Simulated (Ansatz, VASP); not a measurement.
**NaCl in VASP and in Ansatz**

File INCAR:

```
SYSTEM = NaCl
PREC = Accurate
ENCUT = 520
EDIFF = 1E-6
ISMEAR = 0
SIGMA = 0.05
LREAL = .False.
LASPH = .True.
NELM = 100
ALGO = Normal
ISIF = 2
LWAVE = .False.
LCHARG = .False.
GGA = PS
NBANDS = 14
```

KPOINTS

```
Automatic mesh
0
Gamma
  6 6 6
  0 0 0
```

Contents of POSCAR:

```
NaCl
1.0
    3.7823652000      0.0000000000      0.0000000000
    0.0000000000      3.7823652000      0.0000000000
    0.0000000000      0.0000000000      3.7823652000
Na Cl
1 1
Direct
    0.0000000000      0.0000000000      0.0000000000
    0.5000000000      0.5000000000      0.5000000000
```

Input for Ansatz:

```yaml
crystal:
  lattice:
    - [3.7823652, 0.0, 0.0]
    - [0.0, 3.7823652, 0.0]
    - [0.0, 0.0, 3.7823652]
  atoms:
    - { symbol: Na, position: [0.0, 0.0, 0.0] }
    - { symbol: Cl, position: [0.5, 0.5, 0.5] }
basis:
  ecutwfc: 420
kpoints:
  mp_grid: { grid: [6, 6, 6] }
hamiltonian:
  xc: pbesol
scf:
  occupations: { method: gaussian, width: 0.05 }
output:
  forces: true
  stress: true
  eigenvalues: true
```

Change from the starting cell: strain +0.080 along x and y, +0.080 along z, atoms carried along.

Alike in both runs: task single point; functional PBEsol; k mesh 6 × 6 × 6; occupations gaussian, width 0.05 eV; no spin polarisation.

|  | VASP | Ansatz |
| --- | --- | --- |
| version | VASP 6.6.1 | Ansatz 0.2.0 |
| potentials or method | VASP PAW PBE potentials, release 64 (Na_pv, Cl), cutoff 520 eV | scalar-relativistic, plane waves, PAW |
| valence electrons in the cell | 14 | 16 |

```csv
,VASP,Ansatz,Ansatz less VASP
gap on the k mesh at the Fermi level (eV),3.24,3.24,+0.002
least direct gap on the mesh (eV),3.58,3.58,+0.002
pressure (GPa),-4.2,-4.2,0.00
```

VASP's potentials were made for PBE, not for PBEsol. VASP's potentials hold 14 valence electrons a cell and Ansatz's 16, so a difference there can come from the potentials and not from the codes.
